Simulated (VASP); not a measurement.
# Li (Fm-3m) in VASP: notebook

Li is run at these levels: PBEsol; tasks: single point, relaxation of cell and atoms.

Everything below comes from runs of VASP 6.6.1. Logs are shortened: lines on timing, memory, paths and dates and some standing lists are left out, and cuts for length are marked.

## 1. The cell of the first run

It takes space group Fm-3m (No. 225, cubic). The conventional cell has a = 4.321 Å, b = 4.321 Å, c = 4.321 Å, α = 90.00°, β = 90.00°, γ = 90.00°. Li (site symmetry m-3m) has 12 Li at 3.06 Å within 4.0 Å.

This isn't the form of Li at room conditions, which is bcc.

## 2. Single point, PBEsol

File INCAR:

```
PREC = Accurate
ENCUT = 750
EDIFF = 1E-6
ISMEAR = -1
SIGMA = 0.1
LREAL = False
LASPH = True
NELM = 120
ALGO = Normal
ISIF = 2
LWAVE = False
LCHARG = False
GGA = PS
NBANDS = 8
GGA_COMPAT = False
```

File KPOINTS:

```
Automatic mesh
0
Gamma
  10 10 10
```

File POSCAR:

```
Li
1.0
    0.0000000000      2.1604405904      2.1604405904
    2.1604405904      0.0000000000      2.1604405904
    2.1604405904      2.1604405904      0.0000000000
Li
1
Direct
    0.0000000000      0.0000000000      0.0000000000
```

Potentials or basis: VASP PAW PBE potentials, release 64 (Li_sv).

Launch:

```bash
$ cat potpaw_PBE.64/Li_sv/POTCAR > POTCAR
$ mpirun -np 1 vasp_std > vasp.out
```

OUTCAR:

```text
PREC = Accurate
   ENCUT = 750
   EDIFF = 1E-6
   ISMEAR = -1
   LREAL = False
   LASPH = True
   NELM = 120
   ISIF = 2
   GGA = PS

 ion  position               nearest neighbor table
   1  0.000  0.000  0.000-

  LATTYP: Found a face centered cubic cell.
 ALAT       =     4.3208811808

  Lattice vectors:

 A1 = (   0.0000000000,   2.1604405904,   2.1604405904)
 A2 = (   2.1604405904,   0.0000000000,   2.1604405904)
 A3 = (   2.1604405904,   2.1604405904,   0.0000000000)

Analysis of symmetry for initial positions (statically):
=====================================================================
 Subroutine PRICEL returns:
 Original cell was already a primitive cell.

 Routine SETGRP: Setting up the symmetry group for a
 face centered cubic supercell.

 Subroutine GETGRP returns: Found 48 space group operations
 (whereof 48 operations were pure point group operations)
 out of a pool of 48 trial point group operations.

The static configuration has the point symmetry O_h .

Analysis of symmetry for dynamics (positions and initial velocities):
=====================================================================
 Subroutine PRICEL returns:
 Original cell was already a primitive cell.

 Routine SETGRP: Setting up the symmetry group for a
 face centered cubic supercell.

 Subroutine GETGRP returns: Found 48 space group operations
 (whereof 48 operations were pure point group operations)
 out of a pool of 48 trial point group operations.

The dynamic configuration has the point symmetry O_h .

 Subroutine INISYM returns: Found 48 space group operations
 (whereof 48 operations are pure point group operations),
 and found     1 'primitive' translations

----------------------------------------------------------------------------------------

                                     Primitive cell

  volume of cell :      20.1677

  direct lattice vectors                    reciprocal lattice vectors
     0.000000000  2.160440590  2.160440590    -0.231434274  0.231434274  0.231434274
     2.160440590  0.000000000  2.160440590     0.231434274 -0.231434274  0.231434274
     2.160440590  2.160440590  0.000000000     0.231434274  0.231434274 -0.231434274

  length of vectors
     3.055324384  3.055324384  3.055324384     0.400855922  0.400855922  0.400855922

  position of ions in fractional coordinates (direct lattice)
[... 70 lines left out ...]
   ICHARG =      2    charge: 1-file 2-atom 10-const
   ISPIN  =      1    spin polarized calculation?
   LNONCOLLINEAR =      F non collinear calculations
   LSORBIT =      F    spin-orbit coupling
   LASPH  =      T    aspherical Exc in radial PAW
   ENCUT  =  750.0 eV  55.12 Ry    7.42 a.u.   6.82  6.82  6.82*2*pi/ulx,y,z
   NELM   =    120;   NELMIN=  2; NELMDL= -5     # of ELM steps
   EDIFF  = 0.1E-05   stopping-criterion for ELM
   LREAL  =      F    real-space projection
   EDIFFG = 0.1E-04   stopping-criterion for IOM
   NSW    =      0    number of steps for IOM
   IBRION =     -1    ionic relax: 0-MD 1-quasi-New 2-CG
   NFREE  =      0    steps in history (QN), initial steepest desc. (CG)
   ISIF   =      2    stress and relaxation
   ISYM   =      2    0-nonsym 1-usesym 2-fastsym
   POTIM  = 0.5000    time-step for ionic-motion
   TEBEG  =    0.0;   TEEND  =   0.0 temperature during run
   PSTRESS=    0.0 pullay stress
   NELECT =       3.0000    total number of electrons
   NUPDOWN=      -1.0000    fix difference up-down
   EMIN   =  10.00;   EMAX   =-10.00  energy-range for DOS
   EFERMI =   0.00;   METHOD = LEGACY
   ISMEAR =    -1;   SIGMA  =   0.10  broadening in eV -4-tet -1-fermi 0-gaus
   EFERMI_NEDOS =   21; number of points for ismear=-14 and -15
   IALGO  =     38    algorithm
   IMIX   =      4    mixing-type and parameters
     AMIX     =   0.40;   BMIX     =  1.00
     AMIX_MAG =   1.60;   BMIX_MAG =  1.00
  volume/ion in A,a.u.               =      20.17       136.10
  Fermi-wavevector in a.u.,A,eV,Ry     =   0.867420  1.639187 10.237268  0.752418
  Thomas-Fermi vector in A             =   1.985952
   LORBIT       =      0    0 simple, 1 ext, 2 COOP (PROOUT), +10 PAW based schemes
   GGA     = PS    functional components
   LHFCALC =     F    Hartree Fock is set to
   AEXX    =    0.0000 exact exchange contribution
   IVDW    =     0    specifies the selected vdW correction
   LEPSILON=     F    determine dielectric tensor
   LRPA    =     F    only Hartree local field effects (RPA)
 non-spin polarized calculation
  energy-cutoff  :      750.00
  volume of cell :       20.17
 maximum number of plane-waves:       960
   NGX = 13   NGY = 13   NGZ = 13

 number of electron       2.9999999 magnetization

 Free energy of the ion-electron system (eV)
  ---------------------------------------------------
  ext. energy  EPLUGINS =         0.00000000
  ---------------------------------------------------
  free energy    TOTEN  =        -1.97645674 eV

  energy without entropy =       -1.95967509  energy(sigma->0) =       -1.96806591

 E-fermi :   0.5759     XC(G=0):  -7.0301

 val. band max:        0.3935034968   @ k =  -0.4000   0.1000   0.0000
 cond. band min:       0.6189113987   @ k =   0.5000   0.3000   0.1000
 fundamental gap:      0.2254079019
 Fermi energy:         0.5759123218

 k-point     1 :       0.0000    0.0000    0.0000
  band No.  band energies     occupation
      1     -45.2542      2.00000
      2      -2.9329      2.00000
      3      15.0656      0.00000
      4      15.0656      0.00000
      5      15.0656      0.00000
      6      18.9169      0.00000
      7      18.9169      0.00000
      8      18.9169      0.00000
[... 243 lines left out ...]
 k-point    24 :       0.4000    0.3000    0.0000
  band No.  band energies     occupation
      1     -45.2335      2.00000
      2       0.1480      1.97266
      3       8.0607      0.00000
      4       9.3152      0.00000
      5       9.9392      0.00000
      6      13.3805      0.00000
      7      16.1992      0.00000
      8      25.9721      0.00000

 [... further k-points ...]
[... 5 lines left out ...]
  --------------------------------------------------------------------------------------
  -------------------------------------------------------------------------------------
  Total       -0.0091364     -0.0091364     -0.0091364      0.0000000     -0.0000000      0.0000000
  in kB       -0.7258215     -0.7258215     -0.7258215      0.0000000     -0.0000000      0.0000000
  external PRESSURE =      -0.7258215 kB  Pullay stress =       0.0000000 kB

 VOLUME and BASIS-vectors are now :
 -----------------------------------------------------------------------------
  energy-cutoff  :      750.00
  volume of cell :       20.17
      direct lattice vectors                 reciprocal lattice vectors
     0.000000000  2.160440590  2.160440590    -0.231434274  0.231434274  0.231434274
     2.160440590  0.000000000  2.160440590     0.231434274 -0.231434274  0.231434274
     2.160440590  2.160440590  0.000000000     0.231434274  0.231434274 -0.231434274

 POSITION                                       TOTAL-FORCE (eV/Angst)
 -----------------------------------------------------------------------------------
      0.00000      0.00000      0.00000        -0.000000      0.000000      0.000000
 -----------------------------------------------------------------------------------
    total drift:                               -0.000000     -0.000000     -0.000000

  FREE ENERGIE OF THE ION-ELECTRON SYSTEM (eV)
  ---------------------------------------------------
  free  energy   TOTEN  =        -1.9764567356 eV

  energy  without entropy=       -1.9596750919  energy(sigma->0) =       -1.96806591
```

stdout:

```text
POSCAR found type information on POSCAR Li
 POSCAR found :  1 types and       1 ions
 scaLAPACK will be used
 -----------------------------------------------------------------------------
|                                                                             |
|                                                                             |
|     You enforced a specific xc type in the INCAR file but a different       |
|     I HOPE YOU KNOW WHAT YOU ARE DOING!                                     |
|                                                                             |
 -----------------------------------------------------------------------------

 LDA part: xc-table for (Slater+PW92), standard interpolation
 POSCAR, INCAR and KPOINTS ok, starting setup
 FFT: planning ... GRIDC
 FFT: planning ... GRID_SOFT
 FFT: planning ... GRID
 WAVECAR not read
 entering main loop
```

Wall time 4.1 s (1 thread of Intel Xeon 6975P-C (Granite Rapids), shared host); peak memory 0.15 GiB.

Results:

| Item | Value |
| --- | --- |
| Free energy | -1.9765 eV |
| Pressure | -0.1 GPa |
| Band gap on the k mesh | zero (an odd number of electrons rules out a gap without spin polarisation) |

Caveat: the PAW data sets were made with another functional, which shifts forces and pressure a little.

## 3. Relaxation of cell and atoms, PBEsol

This run uses another cell than the first one, of 21.59 Å³/atom.

File INCAR:

```
PREC = Accurate ; ENCUT = 750
EDIFF = 1E-7 ; ISMEAR = -1
SIGMA = 0.1 ; LREAL = False
LASPH = True ; NELM = 120
ALGO = Normal ; ISIF = 3
LWAVE = False ; LCHARG = False
GGA = PS ; IBRION = 2
NSW = 80 ; EDIFFG = -0.02
GGA_COMPAT = False ; NELMIN = 4
```

File KPOINTS:

```
regular mesh
0
Gamma
  10 10 10
```

File POSCAR:

```
Li
1.0
    0.0000000000      2.2100000000      2.2100000000
    2.2100000000      0.0000000000      2.2100000000
    2.2100000000      2.2100000000      0.0000000000
Li
1
Direct
    0.0000000000      0.0000000000      0.0000000000
```

Potentials or basis: VASP PAW PBE potentials, release 64 (Li_sv).

Launch:

```bash
$ cat potpaw_PBE.64/Li_sv/POTCAR > POTCAR
$ mpirun -np 1 vasp_std > vasp.out
```

It took 8.3 s on 1 thread of Intel Xeon 6975P-C (Granite Rapids), shared host; peak memory 0.14 GiB.

Results (log left out):

```yaml
Free_energy: -1.9773 eV
Relaxed_volume: 20.21 Å³/atom
Relaxed_cell: a = 3.058 Å, b = 3.058 Å, c = 3.058 Å, α = 60.00°, β = 60.00°, γ = 60.00°
Space_group_after_relaxing_to_0.1_Å: Fm-3m (No. 225)
Energy_gained_by_relaxing: 4.3 meV/atom
Ionic_steps: 3
Pressure_after_relaxing: -0.1 GPa
Band_gap_on_the_k_mesh: zero (an odd number of electrons rules out a gap without spin polarisation)
```

The path:
| step | energy change (eV) | largest force (eV/Å) | pressure (GPa) | volume (Å³) |
| --- | --- | --- | --- | --- |
| 1 | 0.0000 | 0.0000 | -0.90 | 21.59 |
| 2 | -0.0019 | 0.0000 | -0.70 | 21.21 |
| 3 | -0.0043 | 0.0000 | -0.07 | 20.21 |

Final structure:
```
Li
1.0
     0.00000    2.16207    2.16207
     2.16207    0.00000    2.16207
     2.16207    2.16207    0.00000
Li
1
Cartesian
  0.0000 0.0000 0.0000
```

Levels at points of the mesh, in eV from the Fermi level:
```
           k point  band 1  band 2  band 3  band 4  band 5
(0.00, 0.00, 0.00)  -45.83   -3.51   14.47   14.47   14.47
(0.50, 0.00, 0.00)  -45.81    0.05    2.99   12.74   12.74
(0.50, 0.50, 0.00)  -45.81    1.60    4.78    8.52    8.52
```

Caveat: the PAW data sets were made with another functional, which shifts forces and pressure a little.
